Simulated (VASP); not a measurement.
# SnTe (rock salt type) (Fm-3m) in VASP: a series of runs

Runs on SnTe (rock salt type). Level: PBE. Tasks: single point.

Program: VASP 6.6.1. These are calculated values, not measurements. Logs are shortened: lines on timing, memory, paths and dates and some standing lists are left out, and cuts for length are marked.

## Step 1: The cell of the first run

The structure is cubic, space group Fm-3m (No. 225). The conventional cell has a = 6.410 Å, b = 6.410 Å, c = 6.410 Å, α = 90.00°, β = 90.00°, γ = 90.00°. Within 4.2 Å of Sn (site symmetry m-3m) lie 6 Te at 3.21 Å. Within 4.2 Å of Te (site symmetry m-3m) lie 6 Sn at 3.21 Å.

## Step 2: Single point, PBE, non-collinear spin, zero start, spin-orbit coupling

Input file INCAR:

```
SYSTEM = SnTe
  PREC = Accurate
  ENCUT = 520
  EDIFF = 1E-7
  ISMEAR = -1
  SIGMA = 0.02
  LREAL = .FALSE.
  LASPH = .TRUE.
  NELM = 150
  ALGO = Normal
  ISIF = 2
  LWAVE = .FALSE.
  LCHARG = .FALSE.
  MAGMOM = 0 0 0 0 0 0
  LORBIT = 11
  LSORBIT = .TRUE.
  GGA_COMPAT = .FALSE.
  LORBMOM = .TRUE.
  GGA = PE
  NBANDS = 32
```

Input file KPOINTS:

```
regular mesh
0
G
  6 6 6
  0 0 0
```

Input file POSCAR:

```
SnTe
1.0
    0.0000000000      3.2050000000      3.2050000000
    3.2050000000      0.0000000000      3.2050000000
    3.2050000000      3.2050000000      0.0000000000
Sn Te
1 1
Direct
    0.0000000000      0.0000000000      0.0000000000
    0.5000000000      0.5000000000      0.5000000000
```

Potentials or basis: VASP PAW PBE potentials, release 64 (Sn_d, Te).

On the command line:

```console
> cat potpaw_PBE.64/Sn_d/POTCAR potpaw_PBE.64/Te/POTCAR > POTCAR
> mpirun -np 1 vasp_ncl > vasp.out
```

OUTCAR:

```text
SYSTEM = SnTe
   PREC = Accurate
   ENCUT = 520
   EDIFF = 1E-7
   ISMEAR = -1
   LREAL = .FALSE.
   LASPH = .TRUE.
   NELM = 150
   ISIF = 2
   LORBIT = 11
   LSORBIT = .TRUE.
   GGA = PE

 ion  position               nearest neighbor table
   1  0.000  0.000  0.000-   2 3.21   2 3.21   2 3.21   2 3.21   2 3.21   2 3.21
   2  0.500  0.500  0.500-   1 3.21   1 3.21   1 3.21   1 3.21   1 3.21   1 3.21

  LATTYP: Found a face centered cubic cell.
 ALAT       =     6.4100000000

  Lattice vectors:

 A1 = (   0.0000000000,   3.2050000000,   3.2050000000)
 A2 = (   3.2050000000,   0.0000000000,   3.2050000000)
 A3 = (   3.2050000000,   3.2050000000,   0.0000000000)

Analysis of symmetry for initial positions (statically):
=====================================================================
 Subroutine PRICEL returns:
 Original cell was already a primitive cell.

 Routine SETGRP: Setting up the symmetry group for a
 face centered cubic supercell.

 Subroutine GETGRP returns: Found 48 space group operations
 (whereof 48 operations were pure point group operations)
 out of a pool of 48 trial point group operations.

The static configuration has the point symmetry O_h .

Analysis of symmetry for dynamics (positions and initial velocities):
=====================================================================
 Subroutine PRICEL returns:
 Original cell was already a primitive cell.

 Routine SETGRP: Setting up the symmetry group for a
 face centered cubic supercell.

 Subroutine GETGRP returns: Found 48 space group operations
 (whereof 48 operations were pure point group operations)
 out of a pool of 48 trial point group operations.

The dynamic configuration has the point symmetry O_h .

Analysis of structural, dynamic, and magnetic symmetry:
=====================================================================
 Subroutine PRICEL returns:
 Original cell was already a primitive cell.

 Routine SETGRP: Setting up the symmetry group for a
 face centered cubic supercell.

 Subroutine GETGRP returns: Found 48 space group operations
 (whereof 48 operations were pure point group operations)
 out of a pool of 48 trial point group operations.

The overall configuration has the point symmetry O_h .

 Subroutine INISYM returns: Found 48 space group operations
 (whereof 48 operations are pure point group operations),
 and found     1 'primitive' translations

----------------------------------------------------------------------------------------

                                     Primitive cell

  volume of cell :      65.8437

  direct lattice vectors                    reciprocal lattice vectors
     0.000000000  3.205000000  3.205000000    -0.156006240  0.156006240  0.156006240
     3.205000000  0.000000000  3.205000000     0.156006240 -0.156006240  0.156006240
     3.205000000  3.205000000  0.000000000     0.156006240  0.156006240 -0.156006240

  length of vectors
     4.532554467  4.532554467  4.532554467     0.270210734  0.270210734  0.270210734

  position of ions in fractional coordinates (direct lattice)
     0.000000000  0.000000000  0.000000000
     0.500000000  0.500000000  0.500000000

  ion indices of the primitive-cell ions
   primitive index   ion index
                 1           1
                 2           2

----------------------------------------------------------------------------------------

 KPOINTS: regular mesh

Automatic generation of k-mesh.
 Grid dimensions read from file:
 generate k-points for:    6    6    6

 Generating k-lattice:

[... 83 lines left out ...]
  energy-cutoff  :      520.00
  volume of cell :       65.84
 maximum number of plane-waves:      3614
 NGX is ok and might be reduce to    36
   NGX = 17   NGY = 17   NGZ = 17

 number of electron      20.0000000 magnetization       0.0000000      0.0000000      0.0000000

 number of electron      20.0000005 magnetization      -0.0000000     -0.0000000      0.0000000

 number of electron      20.0000005 magnetization       0.0000000      0.0000000     -0.0000000

 Free energy of the ion-electron system (eV)
  ---------------------------------------------------
  ext. energy  EPLUGINS =         0.00000000
  ---------------------------------------------------
  free energy    TOTEN  =        -7.71221985 eV

  energy without entropy =       -7.71182720  energy(sigma->0) =       -7.71202353

 E-fermi :   6.3110     XC(G=0):  -9.2690

 val. band max:        6.2605900999   @ k =   0.5000   0.0000   0.0000
 cond. band min:       6.3613916551   @ k =   0.5000   0.0000   0.0000
 fundamental gap:      0.1008015552
 Fermi energy:         6.3109908782

 k-point     1 :       0.0000    0.0000    0.0000
  band No.  band energies     occupation
      1     -16.1699      1.00000
      2     -16.1699      1.00000
      3     -16.1699      1.00000
      4     -16.1699      1.00000
      5     -15.1340      1.00000
      6     -15.1340      1.00000
[... 549 lines left out ...]
     31      16.1869      0.00000
     32      16.1869      0.00000

------------------------ aborting loop because EDIFF is reached ----------------------------------------

  FORCE on cell =-STRESS in cart. coord.  units (eV):
  Direction    XX          YY          ZZ          XY          YZ          ZX
  --------------------------------------------------------------------------------------
  -------------------------------------------------------------------------------------
  Total       -0.0412004     -0.0412004     -0.0412004      0.0000000     -0.0000000     -0.0000000
  in kB       -1.0025321     -1.0025321     -1.0025321      0.0000000     -0.0000000     -0.0000000
  external PRESSURE =      -1.0025321 kB  Pullay stress =       0.0000000 kB

 VOLUME and BASIS-vectors are now :
 -----------------------------------------------------------------------------
  energy-cutoff  :      520.00
  volume of cell :       65.84
      direct lattice vectors                 reciprocal lattice vectors
     0.000000000  3.205000000  3.205000000    -0.156006240  0.156006240  0.156006240
     3.205000000  0.000000000  3.205000000     0.156006240 -0.156006240  0.156006240
     3.205000000  3.205000000  0.000000000     0.156006240  0.156006240 -0.156006240

 POSITION                                       TOTAL-FORCE (eV/Angst)
 -----------------------------------------------------------------------------------
      0.00000      0.00000      0.00000        -0.000000      0.000000      0.000000
      3.20500      3.20500      3.20500         0.000000      0.000000     -0.000000
 -----------------------------------------------------------------------------------
    total drift:                               -0.000000      0.000000      0.000000

  FREE ENERGIE OF THE ION-ELECTRON SYSTEM (eV)
  ---------------------------------------------------
  free  energy   TOTEN  =        -7.7122198509 eV

  energy  without entropy=       -7.7118272004  energy(sigma->0) =       -7.71202353

 orbital moment (x)

 # of ion     p       d       tot
 ----------------------------------------
  1         0.000   0.000   0.000
  2         0.000  -0.000  -0.000
 ----------------------------------------
            0.000   0.000   0.000

 orbital moment (y)

 # of ion     p       d       tot
 ----------------------------------------
  1         0.000  -0.000  -0.000
  2         0.000   0.000   0.000
 ----------------------------------------
            0.000  -0.000  -0.000

 orbital moment (z)

 # of ion     p       d       tot
 ----------------------------------------
  1         0.000  -0.000  -0.000
  2         0.000   0.000   0.000
 ----------------------------------------
            0.000  -0.000  -0.000

 Spin-Orbit-Coupling matrix elements

 Ion:    1  E_soc:     -0.0973666
 l=   1
     0.0000000    -0.0100742    -0.0100742
    -0.0100742     0.0000000    -0.0100742
    -0.0100742    -0.0100742     0.0000000
 l=   2
     0.0000000    -0.0012203     0.0000000    -0.0012203    -0.0049332
    -0.0012203     0.0000000    -0.0036999    -0.0012203    -0.0012333
     0.0000000    -0.0036999     0.0000000    -0.0036999     0.0000000
    -0.0012203    -0.0012203    -0.0036999     0.0000000    -0.0012333
    -0.0049332    -0.0012333     0.0000000    -0.0012333     0.0000000
 l=   3
     0.0000000     0.0000000     0.0000000     0.0000000     0.0000000     0.0000000     0.0000000
     0.0000000     0.0000000     0.0000000     0.0000000     0.0000000     0.0000000     0.0000000
     0.0000000     0.0000000     0.0000000     0.0000000     0.0000000     0.0000000     0.0000000
     0.0000000     0.0000000     0.0000000     0.0000000     0.0000000     0.0000000     0.0000000
     0.0000000     0.0000000     0.0000000     0.0000000     0.0000000     0.0000000     0.0000000
     0.0000000     0.0000000     0.0000000     0.0000000     0.0000000     0.0000000     0.0000000
     0.0000000     0.0000000     0.0000000     0.0000000     0.0000000     0.0000000     0.0000000

 Ion:    2  E_soc:     -0.2046803
 l=   1
     0.0000000    -0.0341164    -0.0341164
    -0.0341164     0.0000000    -0.0341164
    -0.0341164    -0.0341164     0.0000000
 l=   2
     0.0000000    -0.0000135     0.0000000    -0.0000135     0.0000165
    -0.0000135     0.0000000     0.0000124    -0.0000135     0.0000041
     0.0000000     0.0000124     0.0000000     0.0000124     0.0000000
    -0.0000135    -0.0000135     0.0000124     0.0000000     0.0000041
     0.0000165     0.0000041     0.0000000     0.0000041     0.0000000
 l=   3
     0.0000000     0.0000000     0.0000000     0.0000000     0.0000000     0.0000000     0.0000000
     0.0000000     0.0000000     0.0000000     0.0000000     0.0000000     0.0000000     0.0000000
     0.0000000     0.0000000     0.0000000     0.0000000     0.0000000     0.0000000     0.0000000
     0.0000000     0.0000000     0.0000000     0.0000000     0.0000000     0.0000000     0.0000000
     0.0000000     0.0000000     0.0000000     0.0000000     0.0000000     0.0000000     0.0000000
     0.0000000     0.0000000     0.0000000     0.0000000     0.0000000     0.0000000     0.0000000
     0.0000000     0.0000000     0.0000000     0.0000000     0.0000000     0.0000000     0.0000000

 total charge

# of ion       s       p       d       tot
------------------------------------------
    1        1.366   0.709   9.977  12.051
    2        1.387   1.950   0.025   3.362
--------------------------------------------------
tot          2.752   2.659  10.002  15.413

 magnetization (x)

# of ion       s       p       d       tot
------------------------------------------
    1        0.000  -0.000   0.000   0.000
    2        0.000   0.000   0.000   0.000
--------------------------------------------------
tot          0.000  -0.000   0.000   0.000

 magnetization (y)

# of ion       s       p       d       tot
------------------------------------------
    1       -0.000  -0.000   0.000  -0.000
    2        0.000   0.000   0.000   0.000
--------------------------------------------------
tot         -0.000  -0.000   0.000  -0.000

 magnetization (z)

# of ion       s       p       d       tot
------------------------------------------
    1        0.000   0.000   0.000   0.000
    2        0.000  -0.000   0.000   0.000
--------------------------------------------------
tot          0.000   0.000   0.000   0.000
```

It took 2.1 min on 1 thread of AMD EPYC 7R43 (Zen 3), shared host; peak memory 0.36 GiB.

Results:

* Free energy: -7.7122 eV
* Pressure: -0.1 GPa
* Net moment: 0.00 μB per cell
* Valence electrons inside the program's atomic spheres: Sn 12.05; Te 3.36

Moments on the atoms (μB; x, y, z):
```
Sn  0.00 0.00 0.00
Te  0.00 0.00 0.00
```

## Step 3: Single point, PBE, non-collinear spin, zero start, spin-orbit coupling

Input file INCAR:

```
PREC     = Accurate       # precision mode
ENCUT    = 520            # plane-wave cutoff, eV
EDIFF    = 1E-6           # SCF threshold, eV
ISMEAR   = -1             # smearing method
SIGMA    = 0.02           # smearing width, eV
LREAL    = False          # projectors in reciprocal space
LASPH    = True           # aspherical terms in the spheres
NELM     = 150            # most SCF steps
ALGO     = Normal         # electronic algorithm
ISIF     = 2              # what is computed and relaxed
LWAVE    = False          # write WAVECAR
LCHARG   = False          # write CHGCAR
MAGMOM   = 0 0 0 0 0 0    # initial moments
LORBIT   = 11             # projections on sites
LSORBIT  = True           # spin-orbit coupling
GGA_COMPAT= False        
LORBMOM  = True         
GGA      = PE             # functional
NBANDS   = 32             # bands
```

Input file KPOINTS:

```
regular mesh
0
Gamma
  6 6 6
```

POSCAR is that of step 2.

Potentials or basis: VASP PAW PBE potentials, release 64 (Sn_d, Te).

On the command line:

```console
> cat potpaw_PBE.64/Sn_d/POTCAR potpaw_PBE.64/Te/POTCAR > POTCAR
> mpirun -np 1 vasp_ncl > vasp.out
```

Run time: 1.8 min. Hardware: 1 thread of AMD EPYC 7R43 (Zen 3), shared host; peak memory 0.36 GiB.

It converged, with:

```yaml
Free_energy: -7.7122 eV
Pressure: -0.1 GPa
Net_moment: 0.00 μB per cell
Valence_electrons_inside_the_program's_atomic_spheres: Sn 12.05; Te 3.36
```

Moments on the atoms (μB; x, y, z):
```
Sn  0.00 0.00 0.00
Te  0.00 0.00 0.00
```
